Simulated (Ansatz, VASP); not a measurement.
# One calculation of GaSb, two programs

Contents of INCAR:

```
SYSTEM = GaSb
PREC = Accurate
ENCUT = 520
EDIFF = 1E-6
ISMEAR = 0
SIGMA = 0.15
LREAL = .FALSE.
LASPH = .TRUE.
NELM = 80
ALGO = Normal
ISIF = 2
LWAVE = .FALSE.
LCHARG = .FALSE.
GGA = CA
NBANDS = 16
```

The input KPOINTS:

```
Automatic mesh
0
G
  18 18 18
  0 0 0
```

POSCAR

```
GaSb
1.0
   -1.6624650721      2.4394497099      2.7301623327
    1.6624650721     -2.4394497099      2.7301623327
    1.6624650721      2.4394497099     -2.7301623327
Ga Sb
1 1
Direct
    0.0000000000      0.0000000000      0.0000000000
    0.5000000000      0.5000000000      0.0000000000
```

Input for Ansatz:

```yaml
crystal:
  lattice:
    - [-1.6624650721, 2.4394497099, 2.7301623327]
    - [1.6624650721, -2.4394497099, 2.7301623327]
    - [1.6624650721, 2.4394497099, -2.7301623327]
  atoms:
    - { symbol: Ga, position: [0.0, 0.0, 0.0] }
    - { symbol: Sb, position: [0.5, 0.5, 0.0] }
basis:
  ecutwfc: 420
kpoints:
  mp_grid: { grid: [18, 18, 18] }
hamiltonian:
  xc: lda
  pseudopotentials: { kind: paw, azcp: { folder: soft_1 } }
scf:
  occupations: { method: gaussian, width: 0.15 }
output:
  forces: true
  stress: true
  eigenvalues: true
```

Change from the starting cell: volume 22.144 Å^3 an atom, stretch along a over the lengths across it, relative to the relaxed cell 1.0835.

Alike in both runs: task single point; functional LDA; k mesh 18 × 18 × 18; occupations gaussian, width 0.15 eV; no spin polarisation.

|  | VASP | Ansatz |
| --- | --- | --- |
| version | VASP 6.6.1 | Ansatz 0.2.0 |
| potentials or method | VASP PAW LDA potentials, release 64 (Ga_d, Sb), cutoff 520 eV | scalar-relativistic, plane waves, PAW |
| valence electrons in the cell | 18 | 28 |

Ansatz gave:

| Item | Value |
| --- | --- |
| gap on the k mesh at the Fermi level (eV) | none |
| pressure (GPa) | 0.5 |
| traceless stress, the component that is largest in VASP (GPa) | 3.72 |

Q: What did VASP give for the same quantities?

A: gap on the k mesh at the Fermi level (eV): none; pressure (GPa): 0.6; traceless stress, the component that is largest in VASP (GPa): 3.75.

Ansatz warns that its potentials were made for another functional, while VASP's fit it. LDA's correlation is that of Perdew and Zunger in VASP and of Perdew and Wang (1992) in Ansatz. A gap of «none» marks a metal or a gap that the smearing closes. VASP's potentials hold 18 valence electrons a cell and Ansatz's 28, so a difference there can come from the potentials and not from the codes.

Spin-orbit coupling is off throughout.
